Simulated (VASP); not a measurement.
# LiSi2 (R-3m) in VASP: a series of runs

Runs on LiSi2. Level: PBE. Tasks: relaxation of cell and atoms, single point.

Everything below comes from runs of VASP 6.6.1. Logs are shortened: lines on timing, memory, paths and dates and some standing lists are left out, and cuts for length are marked.

### 1 The cell of the first run

The structure is trigonal, space group R-3m (No. 166). The conventional cell has a = 3.783 Å, b = 3.783 Å, c = 13.265 Å, α = 90.00°, β = 90.00°, γ = 120.00°. Within 3.5 Å of Li (site symmetry -3m) lie 8 Si at 2.66 to 2.81 Å. Within 3.1 Å of Si (site symmetry 3m) lie 3 Si at 2.36 Å and 4 Li at 2.66 to 2.81 Å.

### 2 Relaxation of cell and atoms, PBE

File INCAR:

```
PREC     = Accurate       # precision mode
ENCUT    = 600            # plane-wave cutoff, eV
EDIFF    = 1E-6           # SCF threshold, eV
ISMEAR   = 0              # smearing method
SIGMA    = 0.1            # smearing width, eV
LREAL    = F              # projectors in reciprocal space
LASPH    = T              # aspherical terms in the spheres
NELM     = 100            # most SCF steps
ALGO     = Normal         # electronic algorithm
ISIF     = 3              # what is computed and relaxed
LWAVE    = F              # write WAVECAR
LCHARG   = F              # write CHGCAR
GGA      = PE             # functional
IBRION   = 2              # ionic algorithm
NSW      = 100            # ionic steps
EDIFFG   = -0.01          # ionic threshold
```

File KPOINTS:

```
Automatic mesh
0
Gamma
  12 12 12
```

File POSCAR:

```
LiSi2
1.0
    1.8912545458      1.0919163211      4.4217465582
   -1.8912545458      1.0919163211      4.4217465582
    0.0000000000     -2.1838326423      4.4217465582
Li Si
1 2
Direct
    0.0000000000      0.0000000000      0.0000000000
    0.2004718041      0.2004718041      0.2004718041
    0.7995281959      0.7995281959      0.7995281959
```

Potentials or basis: VASP PAW PBE potentials, release 64 (Li_sv, Si).

On the command line:

```sh
cat potpaw_PBE.64/Li_sv/POTCAR potpaw_PBE.64/Si/POTCAR > POTCAR
mpirun -np 1 vasp_std > vasp.out
```

OUTCAR:

```text
PREC = Accurate
   ENCUT = 600
   EDIFF = 1E-6
   ISMEAR = 0
   LREAL = F
   LASPH = T
   NELM = 100
   ISIF = 3
   GGA = PE
   IBRION = 2
   NSW = 100
   EDIFFG = -0.01

 ion  position               nearest neighbor table
   1  0.000  0.000  0.000-   2 2.66   3 2.66   3 2.81   3 2.81   2 2.81   2 2.81   3 2.81   2 2.81

   2  0.200  0.200  0.200-   3 2.36   3 2.36   3 2.36   1 2.66   1 2.81   1 2.81   1 2.81
   3  0.800  0.800  0.800-   2 2.36   2 2.36   2 2.36   1 2.66   1 2.81   1 2.81   1 2.81

  LATTYP: Found a trigonal (rhomboedric) cell.
 ALAT       =     4.9316293083
 COS(alpha) =     0.7058633677

  Lattice vectors:

 A1 = (   1.8912545458,   1.0919163211,   4.4217465582)
 A2 = (  -1.8912545458,   1.0919163211,   4.4217465582)
 A3 = (   0.0000000000,  -2.1838326423,   4.4217465582)

Analysis of symmetry for initial positions (statically):
=====================================================================
 Subroutine PRICEL returns:
 Original cell was already a primitive cell.

 Routine SETGRP: Setting up the symmetry group for a
 trigonal (rhombohedral) supercell.

 Subroutine GETGRP returns: Found 12 space group operations
 (whereof 12 operations were pure point group operations)
 out of a pool of 12 trial point group operations.

The static configuration has the point symmetry D_3d.

Analysis of symmetry for dynamics (positions and initial velocities):
=====================================================================
 Subroutine PRICEL returns:
 Original cell was already a primitive cell.

 Routine SETGRP: Setting up the symmetry group for a
 trigonal (rhombohedral) supercell.

 Subroutine GETGRP returns: Found 12 space group operations
 (whereof 12 operations were pure point group operations)
 out of a pool of 12 trial point group operations.

The dynamic configuration has the point symmetry D_3d.

 Subroutine INISYM returns: Found 12 space group operations
 (whereof 12 operations are pure point group operations),
 and found     1 'primitive' translations

----------------------------------------------------------------------------------------

                                     Primitive cell

  volume of cell :      54.7879

  direct lattice vectors                    reciprocal lattice vectors
     1.891254546  1.091916321  4.421746558     0.264374778  0.152636849  0.075384993
    -1.891254546  1.091916321  4.421746558    -0.264374778  0.152636849  0.075384993
     0.000000000 -2.183832642  4.421746558     0.000000000 -0.305273698  0.075384993

[... 98 lines left out ...]
   EMIN   =  10.00;   EMAX   =-10.00  energy-range for DOS
   EFERMI =   0.00;   METHOD = LEGACY
   ISMEAR =     0;   SIGMA  =   0.10  broadening in eV -4-tet -1-fermi 0-gaus
   EFERMI_NEDOS =   21; number of points for ismear=-14 and -15
   IALGO  =     38    algorithm
   IMIX   =      4    mixing-type and parameters
     AMIX     =   0.40;   BMIX     =  1.00
     AMIX_MAG =   1.60;   BMIX_MAG =  1.00
  volume/ion in A,a.u.               =      18.26       123.24
  Fermi-wavevector in a.u.,A,eV,Ry     =   0.958615  1.811520 12.502976  0.918943
  Thomas-Fermi vector in A             =   2.087738
   LORBIT       =      0    0 simple, 1 ext, 2 COOP (PROOUT), +10 PAW based schemes
   GGA     = PE    functional components
   LHFCALC =     F    Hartree Fock is set to
   AEXX    =    0.0000 exact exchange contribution
   IVDW    =     0    specifies the selected vdW correction
   LEPSILON=     F    determine dielectric tensor
   LRPA    =     F    only Hartree local field effects (RPA)
 conjugate gradient relaxation of ions
 non-spin polarized calculation
 Gauss-broadening in eV      SIGMA  =   0.10
  energy-cutoff  :      600.00
  volume of cell :       54.79
 maximum number of plane-waves:      1849
   NGX = 19   NGY = 19   NGZ = 19

--------------------------------------- Ionic step        1  -------------------------------------------

 number of electron      10.9999998 magnetization

 Free energy of the ion-electron system (eV)
  ---------------------------------------------------
  ext. energy  EPLUGINS =         0.00000000
  ---------------------------------------------------
  free energy    TOTEN  =       -12.85811520 eV

  energy without entropy =      -12.85364809  energy(sigma->0) =      -12.85588165

------------------------ aborting loop because EDIFF is reached ----------------------------------------

  FORCE on cell =-STRESS in cart. coord.  units (eV):
  Direction    XX          YY          ZZ          XY          YZ          ZX
  --------------------------------------------------------------------------------------
  -------------------------------------------------------------------------------------
  Total       -0.0417535     -0.0417535      0.0813081     -0.0000000     -0.0000000     -0.0000000
  in kB       -1.2210094     -1.2210094      2.3777167     -0.0000000     -0.0000000     -0.0000000
  external PRESSURE =      -0.0214340 kB  Pullay stress =       0.0000000 kB
[... 172 lines left out ...]
--------------------------------------- Ionic step        6  -------------------------------------------

 number of electron      10.9999998 magnetization

 Free energy of the ion-electron system (eV)
  ---------------------------------------------------
  ext. energy  EPLUGINS =         0.00000000
  ---------------------------------------------------
  free energy    TOTEN  =       -12.85842197 eV

  energy without entropy =      -12.85397019  energy(sigma->0) =      -12.85619608

 E-fermi :   4.4811     XC(G=0):  -9.0299

 val. band max:        4.4673577606   @ k =   0.3333   0.2500  -0.0000
 cond. band min:       4.4820803714   @ k =   0.5000   0.5000   0.1667
 fundamental gap:      0.0147226108
 Fermi energy:         4.4811427827

 k-point     1 :       0.0000    0.0000    0.0000
  band No.  band energies     occupation
      1     -41.4530      2.00000
      2      -6.6231      2.00000
      3       1.0967      2.00000
      4       3.9126      2.00000
      5       4.1322      2.00000
      6       4.1322      2.00000
      7       6.7331      0.00000
      8       8.1212      0.00000
      9       8.1212      0.00000
[... 265 lines left out ...]
 k-point    24 :      -0.4167    0.1667    0.0000
  band No.  band energies     occupation
      1     -41.4520      2.00000
      2      -3.8561      2.00000
      3      -2.6523      2.00000
      4       1.2587      2.00000
      5       2.5243      2.00000
      6       4.4479      1.36170
      7       6.4814      0.00000
      8       7.7863      0.00000
      9       8.7390      0.00000

 [... further k-points ...]
[... 5 lines left out ...]
  --------------------------------------------------------------------------------------
  -------------------------------------------------------------------------------------
  Total       -0.0022156     -0.0022156     -0.0011796      0.0000000      0.0000000      0.0000000
  in kB       -0.0645023     -0.0645023     -0.0343408      0.0000000      0.0000000      0.0000000
  external PRESSURE =      -0.0544484 kB  Pullay stress =       0.0000000 kB
[... 18 lines left out ...]
  FREE ENERGIE OF THE ION-ELECTRON SYSTEM (eV)
  ---------------------------------------------------
  free  energy   TOTEN  =       -12.8584219711 eV

  energy  without entropy=      -12.8539701908  energy(sigma->0) =      -12.85619608

 reached required accuracy - stopping structural energy minimisation
```

OSZICAR:

```text
N       E                     dE             d eps       ncg     rms          rms(c)
DAV:   1     0.215219942998E+02    0.21522E+02   -0.41980E+03  3402   0.112E+03
DAV:   2    -0.116794577052E+02   -0.33201E+02   -0.32288E+02  4611   0.147E+02
DAV:   3    -0.129637073595E+02   -0.12842E+01   -0.12718E+01  4910   0.275E+01
[... 32 lines left out ...]
DAV:   4    -0.128584037972E+02    0.60073E-06   -0.26611E-06  4063   0.144E-02
   5 F= -.12858404E+02 E0= -.12856178E+02  d E =-.980262E-04
       N       E                     dE             d eps       ncg     rms          rms(c)
DAV:   1    -0.128584210180E+02   -0.16620E-04   -0.13759E-03  3526   0.241E-01    0.127E-02
DAV:   2    -0.128584227251E+02   -0.17071E-05   -0.43741E-05  5401   0.574E-02    0.653E-03
DAV:   3    -0.128584219711E+02    0.75399E-06   -0.53060E-06  3998   0.125E-02
   6 F= -.12858422E+02 E0= -.12856196E+02  d E =-.181740E-04
```

CONTCAR:

```text
LiSi2
   1.00000000000000
     1.8903261130957685    1.0913802902281067    4.4459754698455285
    -1.8903261130957685    1.0913802902281067    4.4459754698455285
     0.0000000000000000   -2.1827605805567130    4.4459754698456635
  Li              Si
     1     2
Direct
     0.0000000000000000    0.0000000000000000    0.0000000000000000
     0.2001040686832105    0.2001040686832105    0.2001040686832105
     0.7998959313167894    0.7998959313167894    0.7998959313167894

  0.00000000E+00  0.00000000E+00  0.00000000E+00
  0.00000000E+00  0.00000000E+00  0.00000000E+00
  0.00000000E+00  0.00000000E+00  0.00000000E+00
```

Run time: 9.8 min. Hardware: 1 thread of Intel Xeon 8259CL, shared host; peak memory 0.32 GiB.

What came out:

```
Free energy                           : -12.8584 eV
Relaxed volume                        : 18.34 Å³/atom
Relaxed cell                          : a = 4.953 Å, b = 4.953 Å, c = 4.953 Å, α = 44.87°, β = 44.87°, γ = 44.87°
Space group after relaxing (to 0.1 Å) : R-3m (No. 166)
Energy gained by relaxing             : 0.1 meV/atom
Ionic steps                           : 6
Pressure after relaxing               : 0.0 GPa
Band gap on the k mesh                : zero (an odd number of electrons rules out a gap without spin polarisation)
```

The path:
| step | energy change (eV) | largest force (eV/Å) | pressure (GPa) | volume (Å³) |
| --- | --- | --- | --- | --- |
| 1 | 0.0000 | 0.0155 | 0.00 | 54.79 |
| 2 | -0.0001 | 0.0129 | 0.06 | 54.79 |
| 3 | -0.0002 | 0.0104 | 0.12 | 54.78 |
| 4 | -0.0003 | 0.0131 | 0.04 | 54.91 |
| 5 | -0.0003 | 0.0152 | -0.04 | 55.02 |
| 6 | -0.0003 | 0.0016 | -0.01 | 55.03 |

Final structure:
```yaml
crystal:
  lattice:
    - [1.89033, 1.09138, 4.44598]
    - [-1.89033, 1.09138, 4.44598]
    - [0.00000, -2.18276, 4.44598]
  atoms:
    - { symbol: Li, position: [0.00000, 0.00000, 0.00000] }
    - { symbol: Si, position: [0.20010, 0.20010, 0.20010] }
    - { symbol: Si, position: [0.79990, 0.79990, 0.79990] }
```

Caveat: the cutoff is under 1.25 times the usual one of these potentials, so pressure, stress and relaxed cells hold a basis-set (Pulay) error.

### 3 Single point, PBE

This run uses another cell than the first one, of 17.42 Å³/atom.

File INCAR:

```
SYSTEM = LiSi2
  PREC = Accurate
  ENCUT = 520
  EDIFF = 1E-6
  ISMEAR = 0
  SIGMA = 0.1
  LREAL = .FALSE.
  LASPH = .TRUE.
  NELM = 60
  ALGO = Normal
  ISIF = 2
  LWAVE = .FALSE.
  LCHARG = .TRUE.
  GGA = PE
  LELF = .TRUE.
  LVHAR = .TRUE.
  NBANDS = 12
```

File KPOINTS:

```
regular mesh
0
G
  18 18 18
  0 0 0
```

File POSCAR:

```
LiSi2
1.0
    1.6138415235      0.9317518380      5.7936630954
   -1.6138415235      0.9317518380      5.7936630954
    0.0000000000     -1.8635036760      5.7936630954
Li Si
1 2
Direct
    0.0000000000      0.0000000000      0.0000000000
    0.7886274018      0.7886274018      0.7886274018
    0.2113725982      0.2113725982      0.2113725982
```

Potentials or basis: VASP PAW PBE potentials, release 64 (Li_sv, Si).

On the command line:

```sh
cat potpaw_PBE.64/Li_sv/POTCAR potpaw_PBE.64/Si/POTCAR > POTCAR
mpirun -np 1 vasp_std > vasp.out
```

OUTCAR:

```text
SYSTEM = LiSi2
   PREC = Accurate
   ENCUT = 520
   EDIFF = 1E-6
   ISMEAR = 0
   LREAL = .FALSE.
   LASPH = .TRUE.
   NELM = 60
   ISIF = 2
   GGA = PE

 ion  position               nearest neighbor table
   1  0.000  0.000  0.000-   2 2.82   3 2.82   2 2.82   2 2.82   3 2.82   3 2.82
   2  0.789  0.789  0.789-   3 2.43   3 2.43   3 2.43   1 2.82   1 2.82   1 2.82
   3  0.211  0.211  0.211-   2 2.43   2 2.43   2 2.43   1 2.82   1 2.82   1 2.82

  LATTYP: Found a trigonal (rhomboedric) cell.
 ALAT       =     6.0859820911
 COS(alpha) =     0.8593659685

  Lattice vectors:

 A1 = (   1.6138415235,   0.9317518380,   5.7936630954)
 A2 = (  -1.6138415235,   0.9317518380,   5.7936630954)
 A3 = (   0.0000000000,  -1.8635036760,   5.7936630954)

Analysis of symmetry for initial positions (statically):
=====================================================================
 Subroutine PRICEL returns:
 Original cell was already a primitive cell.

 Routine SETGRP: Setting up the symmetry group for a
 trigonal (rhombohedral) supercell.

 Subroutine GETGRP returns: Found 12 space group operations
 (whereof 12 operations were pure point group operations)
[... 175 lines left out ...]
  band No.  band energies     occupation
      1     -41.1589      2.00000
      2      -6.8105      2.00000
      3      -1.3417      2.00000
      4       1.7867      2.00000
      5       8.3524      0.00000
      6       8.3524      0.00000
      7      11.1326      0.00000
      8      11.1326      0.00000
      9      11.8848      0.00000
     10      12.4045      0.00000
     11      12.9192      0.00000
     12      13.8946      0.00000
[... 331 lines left out ...]
 k-point    24 :      -0.2222    0.0556    0.0000
  band No.  band energies     occupation
      1     -41.1555      2.00000
      2      -5.6614      2.00000
      3      -0.2726      2.00000
      4       2.6832      2.00000
      5       3.2348      2.00000
      6       6.0347      0.00000
      7       8.3315      0.00000
      8      10.1788      0.00000
      9      10.5256      0.00000
     10      11.4274      0.00000
     11      13.3223      0.00000
     12      13.8160      0.00000

 [... further k-points ...]
[... 5 lines left out ...]
  --------------------------------------------------------------------------------------
  -------------------------------------------------------------------------------------
  Total        0.0009975      0.0009975     -0.0603558      0.0000000      0.0000000      0.0000000
  in kB        0.0305750      0.0305750     -1.8499679      0.0000000      0.0000000      0.0000000
  external PRESSURE =      -0.5962726 kB  Pullay stress =       0.0000000 kB

 VOLUME and BASIS-vectors are now :
 -----------------------------------------------------------------------------
  energy-cutoff  :      520.00
  volume of cell :       52.27
      direct lattice vectors                 reciprocal lattice vectors
     1.613841524  0.931751838  5.793663095     0.309819764  0.178874524  0.057534124
    -1.613841524  0.931751838  5.793663095    -0.309819764  0.178874524  0.057534124
     0.000000000 -1.863503676  5.793663095     0.000000000 -0.357749048  0.057534124

 POSITION                                       TOTAL-FORCE (eV/Angst)
 -----------------------------------------------------------------------------------
      0.00000      0.00000      0.00000         0.000000      0.000000     -0.000000
      0.00000      0.00000     13.70712         0.000000     -0.000000      0.024483
      0.00000      0.00000      3.67386         0.000000     -0.000000     -0.024483
 -----------------------------------------------------------------------------------
    total drift:                                0.000000      0.000000      0.000000

  FREE ENERGIE OF THE ION-ELECTRON SYSTEM (eV)
  ---------------------------------------------------
  free  energy   TOTEN  =       -12.3144904766 eV

  energy  without entropy=      -12.3111425257  energy(sigma->0) =      -12.31281650
```

OSZICAR:

```text
N       E                     dE             d eps       ncg     rms          rms(c)
DAV:   1     0.161274835648E+02    0.16127E+02   -0.36904E+03 13920   0.757E+02
DAV:   2    -0.110460530995E+02   -0.27174E+02   -0.25733E+02 18176   0.122E+02
DAV:   3    -0.123185886846E+02   -0.12725E+01   -0.12601E+01 18948   0.216E+01
DAV:   4    -0.123840317515E+02   -0.65443E-01   -0.65397E-01 20048   0.481E+00
DAV:   5    -0.123853016329E+02   -0.12699E-02   -0.12698E-02 19028   0.653E-01    0.382E+00
DAV:   6    -0.123343753533E+02    0.50926E-01   -0.31116E-02 16980   0.934E-01    0.221E+00
DAV:   7    -0.123144129873E+02    0.19962E-01   -0.42152E-02 17696   0.113E+00    0.153E-01
DAV:   8    -0.123144527382E+02   -0.39751E-04   -0.71052E-03 16896   0.544E-01    0.122E-01
DAV:   9    -0.123144763844E+02   -0.23646E-04   -0.26616E-04 18388   0.111E-01    0.108E-01
DAV:  10    -0.123144868716E+02   -0.10487E-04   -0.30695E-05 19248   0.306E-02    0.413E-02
DAV:  11    -0.123144903776E+02   -0.35059E-05   -0.17141E-05 17672   0.276E-02    0.131E-02
DAV:  12    -0.123144904766E+02   -0.99008E-07   -0.42012E-07 12156   0.534E-03
   1 F= -.12314490E+02 E0= -.12312817E+02  d E =-.334795E-02
```

stdout:

```text
POSCAR found type information on POSCAR LiSi
 POSCAR found :  2 types and       3 ions
 scaLAPACK will be used
 LDA part: xc-table for (Slater+PW92), standard interpolation
 POSCAR, INCAR and KPOINTS ok, starting setup
 FFT: planning ... GRIDC
 FFT: planning ... GRID_SOFT
 FFT: planning ... GRID
 WAVECAR not read
 entering main loop
```

Run time: 26 min. Hardware: 1 thread of Intel Xeon 8259CL, shared host; peak memory 0.55 GiB.

What came out:

* Free energy: -12.3145 eV
* Largest force: 0.024 eV/Å
* Band gap on the k mesh: zero (an odd number of electrons rules out a gap without spin polarisation)

Forces in eV/Å, atoms in the order of the input:
```
Li   0.000  0.000  0.000
Si   0.000  0.000  0.024
Si   0.000  0.000 -0.024
```

Caveat: the cutoff is under 1.25 times the usual one of these potentials, so pressure, stress and relaxed cells hold a basis-set (Pulay) error.
